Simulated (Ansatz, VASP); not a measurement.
## Two plane-wave programs on InP

INCAR

```
PREC = Accurate
ENCUT = 520
EDIFF = 1E-6
ISMEAR = 0
SIGMA = 0.02
LREAL = F
LASPH = T
NELM = 80
ALGO = Normal
ISIF = 2
LWAVE = F
LCHARG = F
GGA = CA
NBANDS = 16
```

File KPOINTS:

```
regular mesh
0
Gamma
  10 10 10
```

POSCAR

```
InP
1.0
    0.0000000000      2.9422846039      2.9422846039
    2.9422846039      0.0000000000      2.9422846039
    2.9422846039      2.9422846039      0.0000000000
In P
1 1
Direct
    0.0000000000      0.0000000000      0.0000000000
    0.7500000000      0.7500000000      0.7500000000
```

Input for Ansatz:

```yaml
crystal:
  lattice:
    - [0.0, 2.9422846039, 2.9422846039]
    - [2.9422846039, 0.0, 2.9422846039]
    - [2.9422846039, 2.9422846039, 0.0]
  atoms:
    - { symbol: In, position: [0.0, 0.0, 0.0] }
    - { symbol: P, position: [0.75, 0.75, 0.75] }
basis:
  ecutwfc: 420
kpoints:
  mp_grid: { grid: [10, 10, 10] }
hamiltonian:
  xc: lda
  pseudopotentials: { kind: paw, azcp: { folder: soft_1 } }
scf:
  occupations: { method: gaussian, width: 0.02 }
output:
  forces: true
  stress: true
  eigenvalues: true
```

Alike in both runs: task single point; functional LDA; k mesh 10 × 10 × 10; occupations gaussian, width 0.02 eV; no spin polarisation.

|  | VASP | Ansatz |
| --- | --- | --- |
| version | VASP 6.6.1 | Ansatz 0.2.0 |
| potentials or method | VASP PAW LDA potentials, release 64 (In_d, P), cutoff 520 eV | scalar-relativistic, plane waves, PAW |
| valence electrons in the cell | 18 | 18 |

VASP gave:

| Quantity | Value |
| --- | --- |
| gap on the k mesh at the Fermi level (eV) | 0.45 |
| least direct gap on the mesh (eV) | 0.45 |
| pressure (GPa) | -2.0 |

Task: Which values does Ansatz return?

Result: gap on the k mesh at the Fermi level (eV): 0.41; least direct gap on the mesh (eV): 0.41; pressure (GPa): -2.0.

Ansatz warns that its potentials were made for another functional, while VASP's fit it. LDA's correlation is that of Perdew and Zunger in VASP and of Perdew and Wang (1992) in Ansatz.
